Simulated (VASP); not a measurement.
# Al16O in VASP: further runs

Al16O is run at these levels: PBE; tasks: single point.

Program: VASP 6.6.1. These are calculated values, not measurements. Logs are shortened: lines on timing, memory, paths and dates and some standing lists are left out, and cuts for length are marked.

## (1) The cell of the first run

The cell holds a slab with vacuum, 17 atoms: a = 5.714 Å, b = 8.080 Å, c = 19.743 Å, α = 90.00°, β = 90.00°, γ = 90.00°.

## (2) Single point, PBE

Input file INCAR:

```
SYSTEM = Al16O
  PREC = Accurate
  ENCUT = 520
  EDIFF = 1E-6
  ISMEAR = 0
  SIGMA = 0.1
  LREAL = Auto
  LASPH = .True.
  NELM = 100
  ALGO = Normal
  ISIF = 2
  LWAVE = .False.
  LCHARG = .True.
  LDIPOL = .True.
  IDIPOL = 3
  DIPOL = 0.5 0.5 0.322
  GGA = PE
  LELF = .True.
  LVHAR = .True.
  LVACPOTAV = .True.
  NBANDS = 41
```

Input file KPOINTS:

```
regular mesh
0
Gamma
  5 4 1
  0 0 0
```

Input file POSCAR:

```
Al16O
1.0
    5.7135165838      0.0000000000      0.0000000000
    0.0000000000      8.0801326417      0.0000000000
    0.0000000000      0.0000000000     19.7432787023
Al O
16 1
Direct
    0.2500000000      0.2500000000      0.2026005944
    0.2500000000      0.7500000000      0.2026005944
    0.7500000000      0.2500000000      0.2026005944
    0.7500000000      0.7500000000      0.2026005944
    0.0000000000      0.0000000000      0.2749482104
    0.0000000000      0.5000000000      0.2749482104
    0.5000000000      0.0000000000      0.2749482104
    0.5000000000      0.5000000000      0.2749482104
    0.2500000000      0.2500000000      0.3495466405
    0.2500000000      0.7500000000      0.3495466405
    0.7500000000      0.2500000000      0.3495466405
    0.7500000000      0.7500000000      0.3495466405
    0.0000000000      0.0000000000      0.4175232912
    0.0000000000      0.5000000000      0.4175232912
    0.5000000000      0.0000000000      0.4175232912
    0.5000000000      0.5000000000      0.4175232912
    0.0833333333      0.0500000000      0.4954384611
```

Potentials or basis: VASP PAW PBE potentials, release 64 (Al, O).

Run with:

```
$ cat potpaw_PBE.64/Al/POTCAR potpaw_PBE.64/O/POTCAR > POTCAR
$ mpirun -np 1 vasp_std > vasp.out
```

OUTCAR:

```text
SYSTEM = Al16O
   PREC = Accurate
   ENCUT = 520
   EDIFF = 1E-6
   ISMEAR = 0
   LREAL = Auto
   LASPH = .True.
   NELM = 100
   ISIF = 2
   GGA = PE

 ion  position               nearest neighbor table
   1  0.250  0.250  0.203-   3 2.86   3 2.86   6 2.86   7 2.86   8 2.86   5 2.86   9 2.90
   2  0.250  0.750  0.203-   4 2.86   4 2.86   6 2.86   7 2.86   8 2.86   5 2.86  10 2.90
   3  0.750  0.250  0.203-   1 2.86   1 2.86   6 2.86   7 2.86   8 2.86   5 2.86  11 2.90
   4  0.750  0.750  0.203-   2 2.86   2 2.86   6 2.86   7 2.86   8 2.86   5 2.86  12 2.90
   5  0.000  0.000  0.275-  13 2.81   7 2.86   7 2.86   4 2.86   1 2.86   2 2.86   3 2.86  11 2.88
                            12 2.88   9 2.88  10 2.88
   6  0.000  0.500  0.275-  14 2.81   8 2.86   8 2.86   4 2.86   1 2.86   2 2.86   3 2.86  11 2.88
                            12 2.88   9 2.88  10 2.88
   7  0.500  0.000  0.275-  15 2.81   5 2.86   5 2.86   4 2.86   1 2.86   2 2.86   3 2.86  11 2.88
                            12 2.88   9 2.88  10 2.88
   8  0.500  0.500  0.275-  16 2.81   6 2.86   6 2.86   4 2.86   1 2.86   2 2.86   3 2.86  11 2.88
                            12 2.88   9 2.88  10 2.88
   9  0.250  0.250  0.350-  13 2.81  14 2.81  15 2.81  16 2.81  11 2.86  11 2.86   7 2.88   8 2.88
                             5 2.88   6 2.88   1 2.90
  10  0.250  0.750  0.350-  13 2.81  14 2.81  15 2.81  16 2.81  12 2.86  12 2.86   7 2.88   8 2.88
                             5 2.88   6 2.88   2 2.90
  11  0.750  0.250  0.350-  13 2.81  14 2.81  15 2.81  16 2.81   9 2.86   9 2.86   7 2.88   8 2.88
[... 5 lines left out ...]
  14  0.000  0.500  0.418-   9 2.81  10 2.81  11 2.81  12 2.81   6 2.81  16 2.86  16 2.86
  15  0.500  0.000  0.418-   9 2.81  10 2.81  11 2.81  12 2.81   7 2.81  13 2.86  13 2.86
  16  0.500  0.500  0.418-   9 2.81  10 2.81  11 2.81  12 2.81   8 2.81  14 2.86  14 2.86
  17  0.083  0.050  0.495-  13 1.66

  LATTYP: Found a simple orthorhombic cell.
 ALAT       =     5.7135165838
 B/A-ratio  =     1.4142135624
 C/A-ratio  =     3.4555388810

  Lattice vectors:

 A1 = (   5.7135165838,   0.0000000000,   0.0000000000)
 A2 = (   0.0000000000,   8.0801326417,   0.0000000000)
 A3 = (   0.0000000000,   0.0000000000,  19.7432787023)

Analysis of symmetry for initial positions (statically):
=====================================================================
 Subroutine PRICEL returns:
 Original cell was already a primitive cell.

 Routine SETGRP: Setting up the symmetry group for a
 simple orthorhombic supercell.

 Subroutine GETGRP returns: Found  1 space group operations
 (whereof  1 operations were pure point group operations)
 out of a pool of  8 trial point group operations.

The static configuration has the point symmetry C_1 .

Analysis of symmetry for dynamics (positions and initial velocities):
=====================================================================
[... 142 lines left out ...]
   EFERMI_NEDOS =   21; number of points for ismear=-14 and -15
   IALGO  =     38    algorithm
   IMIX   =      4    mixing-type and parameters
     AMIX     =   0.40;   BMIX     =  1.00
     AMIX_MAG =   1.60;   BMIX_MAG =  1.00
  volume/ion in A,a.u.               =      53.62       361.82
  Fermi-wavevector in a.u.,A,eV,Ry     =   0.638203  1.206029  5.541699  0.407303
  Thomas-Fermi vector in A             =   1.703466
   LORBIT       =      0    0 simple, 1 ext, 2 COOP (PROOUT), +10 PAW based schemes
   GGA     = PE    functional components
   LHFCALC =     F    Hartree Fock is set to
   AEXX    =    0.0000 exact exchange contribution
   IVDW    =     0    specifies the selected vdW correction
   LEPSILON=     F    determine dielectric tensor
   LRPA    =     F    only Hartree local field effects (RPA)
 non-spin polarized calculation
 Gauss-broadening in eV      SIGMA  =   0.10
  energy-cutoff  :      520.00
  volume of cell :      911.47
 maximum number of plane-waves:     24626
   NGX = 21   NGY = 31   NGZ = 73

 dipolmoment           0.000000      0.000000     -0.013197 electrons x Angstroem

 number of electron      53.9999994 magnetization

 dipolmoment           0.000000      0.000000      0.407556 electrons x Angstroem

 Free energy of the ion-electron system (eV)
  ---------------------------------------------------
  ext. energy  EPLUGINS =         0.00000000
  ---------------------------------------------------
  free energy    TOTEN  =       -61.31452031 eV

  energy without entropy =      -61.29100788  energy(sigma->0) =      -61.30276409

 E-fermi :  -1.0108     XC(G=0):  -4.0678

 val. band max:       -1.0391708073   @ k =   0.0000   0.2500   0.0000
 cond. band min:      -0.9893177573   @ k =   0.0000   0.2500   0.0000
 fundamental gap:      0.0498530501
 Fermi energy:        -1.0107720464

 k-point     1 :       0.0000    0.0000    0.0000
  band No.  band energies     occupation
      1     -17.4807      2.00000
      2     -11.1905      2.00000
      3      -9.0085      2.00000
      4      -8.9587      2.00000
      5      -8.6909      2.00000
      6      -6.7944      2.00000
[... 451 lines left out ...]
     38       1.7637      0.00000
     39       2.0268      0.00000
 [bands above 39 left out]

------------------------ aborting loop because EDIFF is reached ----------------------------------------

  FORCE on cell =-STRESS in cart. coord.  units (eV):
  Direction    XX          YY          ZZ          XY          YZ          ZX
  --------------------------------------------------------------------------------------
  -------------------------------------------------------------------------------------
  Total      -13.2796220     -2.4814242     -0.7301767      0.1909955     -0.2308459      1.4953489
  in kB      -23.3429123     -4.3618460     -1.2835042      0.3357317     -0.4057808      2.6285234
  external PRESSURE =      -9.6627542 kB  Pullay stress =       0.0000000 kB

 VOLUME and BASIS-vectors are now :
 -----------------------------------------------------------------------------
  energy-cutoff  :      520.00
  volume of cell :      911.47
      direct lattice vectors                 reciprocal lattice vectors
     5.713516584  0.000000000  0.000000000     0.175023558  0.000000000  0.000000000
     0.000000000  8.080132642  0.000000000     0.000000000  0.123760345  0.000000000
     0.000000000  0.000000000 19.743278702     0.000000000  0.000000000  0.050650149

 POSITION                                       TOTAL-FORCE (eV/Angst)
 -----------------------------------------------------------------------------------
      1.42838      2.02003      4.00000        -0.013686      0.034673      0.179153
      1.42838      6.06010      4.00000        -0.030094     -0.054812      0.193986
      4.28514      2.02003      4.00000         0.032385      0.011097      0.260168
      4.28514      6.06010      4.00000         0.053425     -0.044029      0.277255
      0.00000      0.00000      5.42838        -0.082720      0.055601     -0.164906
      0.00000      4.04007      5.42838         0.001492      0.026904     -0.252600
[... 9 lines left out ...]
      2.85676      4.04007      8.24328        -0.024490     -0.010247      0.032959
      0.47613      0.40401      9.78158         1.039729      0.033659      0.082314
 -----------------------------------------------------------------------------------
    total drift:                               -0.000466     -0.000883     -0.003254

  FREE ENERGIE OF THE ION-ELECTRON SYSTEM (eV)
  ---------------------------------------------------
  free  energy   TOTEN  =       -61.3145203070 eV

  energy  without entropy=      -61.2910078811  energy(sigma->0) =      -61.30276409

 vacuum level on the upper side and lower side of the slab         4.700         3.103
```

stdout:

```text
POSCAR found type information on POSCAR AlO
 POSCAR found :  2 types and      17 ions
 scaLAPACK will be used
 LDA part: xc-table for (Slater+PW92), standard interpolation
 POSCAR, INCAR and KPOINTS ok, starting setup
 FFT: planning ... GRIDC
 FFT: planning ... GRID_SOFT
 FFT: planning ... GRID
 WAVECAR not read
 entering main loop
 -----------------------------------------------------------------------------
|                                                                             |
|           W    W    AA    RRRRR   N    N  II  N    N   GGGG   !!!           |
|           W    W   A  A   R    R  NN   N  II  NN   N  G    G  !!!           |
|           W    W  A    A  R    R  N N  N  II  N N  N  G       !!!           |
|           W WW W  AAAAAA  RRRRR   N  N N  II  N  N N  G  GGG   !            |
|           WW  WW  A    A  R   R   N   NN  II  N   NN  G    G                |
|           W    W  A    A  R    R  N    N  II  N    N   GGGG   !!!           |
|                                                                             |
|     Did not find any points to average over, which means that no vacuum     |
|     field-free region was found. Please increase the size of  your cell     |
|     in the dimension of the dipole correction to obtain accurate            |
|     workfunction values.                                                    |
|                                                                             |
 -----------------------------------------------------------------------------
```

It took 7.2 min on 1 thread of Intel Xeon 6975P-C (Granite Rapids), shared host; peak memory 0.84 GiB.

Results:

- Free energy: -61.3145 eV
- Largest force: 1.044 eV/Å
- Band gap on the k mesh: zero (bands 27 and 28 overlap by 0.67 eV)

Forces on the atoms (eV/Å):
```
Al  -0.014  0.035  0.179
Al  -0.030 -0.055  0.194
Al   0.032  0.011  0.260
Al   0.053 -0.044  0.277
Al  -0.083  0.056 -0.165
Al   0.001  0.027 -0.253
Al   0.061  0.039 -0.266
Al   0.007  0.012 -0.225
Al   0.024  0.065 -0.142
Al   0.045  0.013 -0.077
Al  -0.065 -0.042 -0.083
Al  -0.030  0.065 -0.012
Al  -0.678 -0.242 -0.290
Al   0.034 -0.049  0.085
Al  -0.374  0.087  0.402
Al  -0.024 -0.010  0.033
O    1.040  0.034  0.082
```

## (3) Single point, PBE

Input file INCAR:

```
  ALGO = Normal
  DIPOL = 0.5 0.5 0.320
  EDIFF = 1E-6
  ENCUT = 520
  GGA = PE
  IDIPOL = 3
  ISIF = 2
  ISMEAR = 0
  LASPH = T
  LCHARG = F
  LDIPOL = T
  LREAL = Auto
  LWAVE = F
  NBANDS = 41
  NELM = 80
  PREC = Accurate
  SIGMA = 0.1
```

Input file KPOINTS:

```
k-points
0
Gamma
  5 4 1
```

POSCAR: that of step 2 with these lines changed.

```diff
@@ -24,2 +24,2 @@
     0.5000000000      0.5000000000      0.4175232912
-    0.0833333333      0.0500000000      0.4954384611
+    0.0833333333      0.1500000000      0.4700247919
```

Potentials or basis: VASP PAW PBE potentials, release 64 (Al, O).

Run with:

```
$ cat potpaw_PBE.64/Al/POTCAR potpaw_PBE.64/O/POTCAR > POTCAR
$ mpirun -np 1 vasp_std > vasp.out
```

Run time: 6.9 min. Hardware: 1 thread of Intel Xeon 6975P-C (Granite Rapids), shared host; peak memory 0.85 GiB.

Results (log left out):

- Free energy: -61.4919 eV
- Largest force: 1.453 eV/Å
- Band gap on the k mesh: zero (bands 27 and 28 overlap by 0.71 eV)

Forces on the atoms (eV/Å):
```
Al   0.087  0.007  0.184
Al   0.019 -0.048  0.194
Al  -0.094  0.030  0.199
Al   0.003 -0.075  0.235
Al  -0.058  0.137 -0.105
Al  -0.020  0.028 -0.187
Al  -0.006  0.085 -0.187
Al   0.059  0.010 -0.253
Al  -0.104 -0.042  0.280
Al   0.039  0.180  0.111
Al  -0.193  0.015 -0.178
Al  -0.012  0.061 -0.003
Al  -0.796 -1.099 -0.520
Al   0.033 -0.219  0.160
Al  -0.023  0.002  0.074
Al   0.019  0.012 -0.060
O    1.048  0.912  0.055
```

Levels at points of the mesh, in eV from the Fermi level:
| k point | band 25 | band 26 | band 27 | band 28 | band 29 | band 30 |
| --- | --- | --- | --- | --- | --- | --- |
| (0.00, 0.00, 0.00) | -0.91 | -0.49 | -0.43 | -0.35 | 0.21 | 0.41 |
| (0.00, 0.50, 0.00) | -0.78 | -0.71 | -0.55 | -0.43 | 0.33 | 0.43 |
